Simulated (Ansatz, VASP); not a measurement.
## Te2Mo: VASP beside Ansatz

INCAR

```
PREC = Accurate
ENCUT = 520
EDIFF = 1E-6
ISMEAR = -1
SIGMA = 0.02
LREAL = False
LASPH = True
NELM = 150
ALGO = Normal
ISIF = 2
LWAVE = False
LCHARG = False
ISPIN = 2
MAGMOM = 0 0 0
LORBIT = 11
LMAXMIX = 4
GGA = PE
NBANDS = 24
```

File KPOINTS:

```
Automatic mesh
0
Gamma
  6 6 4
```

The input POSCAR:

```
Te2Mo
1.0
    3.5194545122      0.0000000000      0.0000000000
   -1.7597272561      3.0479370150      0.0000000000
    0.0000000000      0.0000000000      7.2144528865
Mo Te
1 2
Direct
    0.0000000000      0.0000000000      0.0000000000
    0.3333333333      0.6666666667      0.2534156080
    0.6666666667      0.3333333333      0.7465843920
```

Input for Ansatz:

```yaml
crystal:
  lattice:
    - [3.5194545122, 0.0, 0.0]
    - [-1.7597272561, 3.047937015, 0.0]
    - [0.0, 0.0, 7.2144528865]
  atoms:
    - { symbol: Mo, position: [0.0, 0.0, 0.0] }
    - { symbol: Te, position: [0.3333333333, 0.6666666667, 0.253415608] }
    - { symbol: Te, position: [0.6666666667, 0.3333333333, 0.746584392] }
kpoints:
  mp_grid: { grid: [6, 6, 4] }
hamiltonian:
  xc: pbe
scf:
  occupations: { method: fermi_dirac, width: 0.02 }
  n_extra_bands: 4
  max_iter: 51
output:
  forces: true
  stress: true
  eigenvalues: true
magnetization:
  spin_polarized: true
  initial_magnetization: 6.0
```

Alike in both runs: task single point; functional PBE; k mesh 6 × 6 × 4; occupations fermi-dirac, width 0.02 eV; collinear spin.

|  | VASP | Ansatz |
| --- | --- | --- |
| version | VASP 6.6.1 | Ansatz 0.2.0 |
| potentials or method | VASP PAW PBE potentials, release 64 (Mo_sv, Te) | plane waves |
| plane-wave cutoff (eV) | 520 | 420 |
| valence electrons in the cell | 26 | 46 |

```csv
,VASP,Ansatz,Ansatz less VASP
gap on the k mesh at the Fermi level (eV),none,none,-
pressure (GPa),1.9,1.9,-0.03
"traceless stress, the component that is largest in VASP (GPa)",1.44,1.39,-0.055
rms of the force components (eV/Å),0.120,0.114,-0.0056
net moment per atom (μB),0.00,0.00,0.000
```

Atom by atom the forces differ by 0.006 eV/Å (rms over components). A gap of «none» marks a metal or a gap that the smearing closes. VASP's potentials hold 26 valence electrons a cell and Ansatz's 46, so a difference there can come from the potentials and not from the codes. Ansatz's warnings: moment headroom below auto, seeded moment not kept.

Spin-orbit coupling is off throughout.
